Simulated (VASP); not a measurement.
ZnS: single point with PBE

ZnS:

```xyz
4
Lattice="3.9225 0.0000 0.0000 -1.9612 3.3970 0.0000 0.0000 0.0000 6.4239" Properties=species:S:1:pos:R:3 pbc="T T T"
Zn    0.0000    2.2646    0.0325
Zn    1.9612    1.1323    3.2444
S     0.0000    2.2646    2.4407
S     1.9612    1.1323    5.6527
```

This cell differs from its parent crystal: volume scaled by 1.06, then relaxed in part.

- Program: VASP 6.6.1
- Task: single point
- Functional: PBE
- Potentials or basis: VASP PAW PBE potentials, release 64 (Zn, S)
- Cutoff: 520 eV
- k mesh: 12 × 12 × 6
- Occupations: gaussian, width 0.02 eV
- Spin: no spin polarisation
- Dipole correction: no
- Further INCAR settings: ALGO = Normal; EDIFF = 1e-06; NBANDS = 26

The pressure is -3.4 GPa, the largest force is 0.005 eV/Å and the band gap on the k mesh is 1.83 eV, direct.

Forces on the atoms (eV/Å):
```
Zn   0.000  0.000 -0.005
Zn   0.000  0.000 -0.005
S    0.000  0.000  0.005
S    0.000  0.000  0.005
```

Levels at points of the mesh, in eV from the valence-band top:
```
           k point  band 15  band 16  band 17  band 18  band 19  band 20  band 21  band 22
(0.00, 0.00, 0.00)    -0.78    -0.06     0.00     0.00     1.83     2.94     6.35     6.35
(0.50, 0.00, 0.00)    -2.88    -1.95    -1.45    -0.77     3.71     4.02     5.19     6.95
(0.00, 0.00, 0.50)    -0.41    -0.41    -0.41    -0.41     3.29     3.29     6.63     6.63
(0.50, 0.00, 0.50)    -1.42    -1.42    -1.40    -1.40     3.51     3.51     5.27     5.27
```

Run time: 110 s on 1 thread of AMD EPYC 9R14 (Zen 4), on a shared host, peak memory 0.26 GiB.

 A k mesh can miss the band edges.
